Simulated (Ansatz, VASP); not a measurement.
## Two plane-wave programs on HfSi2B4

File INCAR:

```
SYSTEM = HfSi2B4
PREC = Accurate
ENCUT = 520
EDIFF = 1E-7
ISMEAR = 0
SIGMA = 0.2
LREAL = .False.
LASPH = .True.
NELM = 60
ALGO = Normal
ISIF = 2
LWAVE = .False.
LCHARG = .False.
GGA = PE
NBANDS = 24
```

File KPOINTS:

```
Automatic mesh
0
Gamma
  6 6 4
  0 0 0
```

File POSCAR:

```
HfSi2B4
1.0
    3.1797336528      0.0000000000      0.0000000000
    0.0000000000      4.6024203503      0.0000000000
    0.0000000000      0.0000000000      5.2671440387
Hf Si B
1 2 4
Direct
    0.5000000000      1.0000000000      0.0000000000
    0.5000000000      0.5000000000      0.7509807271
    0.5000000000      0.5000000000      0.2490192729
    0.0000000000      0.8084591127      0.6674127932
    1.0000000000      0.8084591127      0.3325872068
    0.0000000000      0.1915408873      0.3325872068
    0.0000000000      0.1915408873      0.6674127932
```

Input for Ansatz:

```yaml
crystal:
  lattice:
    - [3.1797336528, 0.0, 0.0]
    - [0.0, 4.6024203503, 0.0]
    - [0.0, 0.0, 5.2671440387]
  atoms:
    - { symbol: Hf, position: [0.5, 1.0, 0.0] }
    - { symbol: Si, position: [0.5, 0.5, 0.7509807271] }
    - { symbol: Si, position: [0.5, 0.5, 0.2490192729] }
    - { symbol: B, position: [0.0, 0.8084591127, 0.6674127932] }
    - { symbol: B, position: [1.0, 0.8084591127, 0.3325872068] }
    - { symbol: B, position: [0.0, 0.1915408873, 0.3325872068] }
    - { symbol: B, position: [0.0, 0.1915408873, 0.6674127932] }
basis:
  ecutwfc: 420
kpoints:
  mp_grid: { grid: [6, 6, 4] }
hamiltonian:
  xc: pbe
scf:
  occupations: { method: gaussian, width: 0.2 }
  lower_state_search: "off"
output:
  forces: true
  stress: true
  eigenvalues: true
```

Alike in both runs: task single point; functional PBE; k mesh 6 × 6 × 4; occupations gaussian, width 0.2 eV; no spin polarisation.

```csv
,VASP,Ansatz
version,VASP 6.6.1,Ansatz 0.2.0
potentials or method,"VASP PAW PBE potentials, release 64 (Hf_pv, Si, B), cutoff 520 eV","scalar-relativistic, plane waves, PAW"
valence electrons in the cell,30,46
```

```tsv
	VASP	Ansatz	Ansatz less VASP
gap on the k mesh at the Fermi level (eV)	none	none	-
pressure (GPa)	-0.1	-0.1	-0.01
traceless stress, the component that is largest in VASP (GPa)	-0.30	-0.36	-0.059
rms of the force components (eV/Å)	0.014	0.012	-0.0013
```

Atom by atom the forces differ by 0.003 eV/Å (rms over components). A gap of «none» marks a metal or a gap that the smearing closes. VASP's potentials hold 30 valence electrons a cell and Ansatz's 46, so a difference there can come from the potentials and not from the codes.

Spin-orbit coupling is off throughout.
